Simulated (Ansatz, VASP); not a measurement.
Ge: VASP beside Ansatz

Contents of INCAR:

```
SYSTEM = Ge
PREC = Accurate ; ENCUT = 520
EDIFF = 1E-6 ; ISMEAR = -1
SIGMA = 0.05 ; LREAL = .False.
LASPH = .True. ; NELM = 60
ALGO = Normal ; ISIF = 2
LWAVE = .False. ; LCHARG = .False.
GGA = CA ; NBANDS = 21
```

KPOINTS

```
Automatic mesh
0
Gamma
  11 11 11
  0 0 0
```

Contents of POSCAR:

```
Ge
1.0
   -2.5744897190      2.5744897190      1.3974126432
    2.5744897190     -2.5744897190      1.3974126432
    2.5744897190      2.5744897190     -1.3974126432
Ge
2
Direct
    0.5000000000      0.5000000000      0.0000000000
    0.2500000000      0.7500000000      0.5000000000
```

input.yaml

```yaml
crystal:
  lattice:
    - [-2.574489719, 2.574489719, 1.3974126432]
    - [2.574489719, -2.574489719, 1.3974126432]
    - [2.574489719, 2.574489719, -1.3974126432]
  atoms:
    - { symbol: Ge, position: [0.5, 0.5, 0.0] }
    - { symbol: Ge, position: [0.25, 0.75, 0.5] }
kpoints:
  mp_grid: { grid: [11, 11, 11] }
  band_path:
    path:
      - [0.0, 0.0, 0.0]
      - [0.0, 0.0, 0.5]
      - [-0.5, 0.5, 0.5]
      - [0.0, 0.0, 0.0]
      - [0.323655812, 0.323655812, -0.323655812]
      - [0.25, 0.25, 0.25]
      - [0.0, 0.5, 0.0]
      - [-0.323655812, 0.676344188, 0.323655812]
    npoints: 12
scf:
  occupations: { method: fermi_dirac, width: 0.05 }
hamiltonian:
  xc: lda
  pseudopotentials: { kind: all_electron, lapw: { basis_error: 0.001 } }
output:
  forces: true
  stress: true
  eigenvalues: true
```

Alike in both runs: functional LDA; k mesh 11 × 11 × 11; occupations fermi-dirac, width 0.05 eV; no spin polarisation.

```csv
,VASP,Ansatz
version,VASP 6.6.1,Ansatz 0.2.0
potentials or method,"VASP PAW LDA potentials, release 64 (Ge_d), cutoff 520 eV","all-electron LAPW, scalar-relativistic"
task,single point,band structure
```

VASP gave:

```
gap on the k mesh at the Fermi level (eV)                     : none
pressure (GPa)                                                : -2.4
traceless stress, the component that is largest in VASP (GPa) : -0.18
```

Question: What did Ansatz give for the same quantities?

Answer: gap on the k mesh at the Fermi level (eV): none; pressure (GPa): -2.4; traceless stress, the component that is largest in VASP (GPa): -0.20.

LDA's correlation is that of Perdew and Zunger in VASP and of Perdew and Wang (1992) in Ansatz. A gap of «none» marks a metal or a gap that the smearing closes. Ansatz ran all-electron here, and VASP with PAW potentials.
